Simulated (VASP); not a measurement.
Here is a VASP 6.6.1 calculation.

File POSCAR:

```
Ag
1.0
    2.9036957658      0.0000000000      0.0000000000
   -1.4518478829      2.5146742980      0.0000000000
    0.0000000000      0.0000000000      4.5341932447
Ag
2
Direct
    0.3333333333      0.6666666667      0.2500000000
    0.6666666667      0.3333333333      0.7500000000
```

The input INCAR.step1:

```
ALGO = Normal
EDIFF = 1E-4
ENCUT = 520
GGA = PE
ISMEAR = 0
LASPH = True
LCHARG = False
LREAL = False
LWAVE = True
NBANDS = 18
NELM = 60
PREC = Accurate
SIGMA = 0.15
```

Contents of INCAR.step2:

```
ALGO = Normal
EDIFF = 1E-7
ENCUT = 520
ISIF = 2
ISMEAR = 0
ISTART = 1
LASPH = True
LCHARG = True
LELF = True
LMIXTAU = True
LREAL = False
LVHAR = True
LWAVE = False
METAGGA = R2SCAN
NBANDS = 18
NELM = 60
PREC = Accurate
SIGMA = 0.15
```

The input KPOINTS:

```
k-points
0
Gamma
  24 24 14
```

Potentials or basis: VASP PAW PBE potentials, release 64 (Ag).

The run is started by

```sh
$ cat potpaw_PBE.64/Ag/POTCAR > POTCAR
$ cp INCAR.step1 INCAR
$ mpirun -np 1 vasp_std > vasp.out
$ cp INCAR.step2 INCAR
$ mpirun -np 1 vasp_std > vasp.out
```

(1) Predict the band gap on the k mesh.

(2) Predict the pressure.

## Answers

(1) zero (bands 11 and 12 overlap by 7.89 eV).

(2) 5.8 GPa.

Caveat: the cell differs from its parent crystal (strain -0.0450 x Voigt [0, 0, 1, 0, 0, 0]); the stress differs along the axes, from 4 to 10 GPa; the PAW data sets were made with another functional, which shifts forces and pressure a little.
